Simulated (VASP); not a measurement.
The system is KTa.

```
K Ta
1.0
     5.41044    0.00000    0.00000
     0.00000    3.58044    0.00000
     0.00000    0.00000    5.52410
K Ta
2 2
Direct
  0.75000 0.00000 0.68700
  0.25000 0.00000 0.31300
  0.75000 0.50000 0.18800
  0.25000 0.50000 0.81200
```

| Property | Result |
| --- | --- |
| Program | VASP 6.6.1 |
| Task | relaxation of cell and atoms |
| Functional | PBE |
| Potentials or basis | VASP PAW PBE potentials, release 64 (K_sv, Ta_pv) |
| Cutoff | 600 eV |
| k mesh | 4 × 6 × 4 |
| Occupations | gaussian, width 0.1 eV |
| Spin | no spin polarisation |

At the start: pressure 0.4 GPa; volume 26.75 Å³/atom.

Problem. How do energy, volume and symmetry change on relaxing?

Solution. Over 25 steps the energy falls by 1205.7 meV/atom and the volume is 32.60 Å³/atom (+21.9 %); space group Pmma (No. 51, to 0.05 Å).

Step by step:
```tsv
step	energy change (eV)	largest force (eV/Å)	pressure (GPa)	volume (Å³)
1	0.0000	2.2758	0.38	107.01
2	-0.7323	2.2357	-0.24	107.87
3	-2.0540	1.3096	0.01	108.84
4	-3.3429	2.3262	6.57	107.91
5	-3.7330	1.8526	5.52	111.19
6	-4.1360	1.5910	4.87	116.57
7	-4.2575	1.4282	4.85	126.39
8	-4.3096	1.5341	4.70	124.46
9	-4.4966	1.2143	2.09	129.38
10	-4.5823	0.5526	-0.64	135.93
11	-4.6165	0.4259	-0.57	135.71
12	-4.6789	0.3969	-0.29	134.95
13	-4.7309	0.3375	0.31	133.11
14	-4.7277	0.5980	0.04	133.80
15	-4.7343	0.4670	0.15	133.44
16	-4.7673	0.2683	0.01	133.43
17	-4.7798	0.2333	-0.06	133.41
18	-4.7900	0.1983	-0.26	133.34
19	-4.7901	0.2035	-0.20	133.36
20	-4.7905	0.2008	-0.23	133.35
21	-4.8007	0.1762	-0.16	132.74
22	-4.8179	0.0884	0.01	130.87
23	-4.8195	0.0528	0.09	130.04
24	-4.8223	0.0492	0.05	130.26
25	-4.8229	0.0292	0.03	130.40
```

Final structure:
```
K Ta
1.0
     4.72434    0.00000    0.00000
     0.00000    2.95299    0.00000
     0.00000    0.00000    9.34728
K Ta
2 2
Cartesian
  3.5433 0.0000 6.4255
  1.1811 0.0000 2.9218
  3.5433 1.4765 0.5093
  1.1811 1.4765 8.8380
```

Caveat: the volume moved by over 15 % at a fixed basis, so the end points are rough.
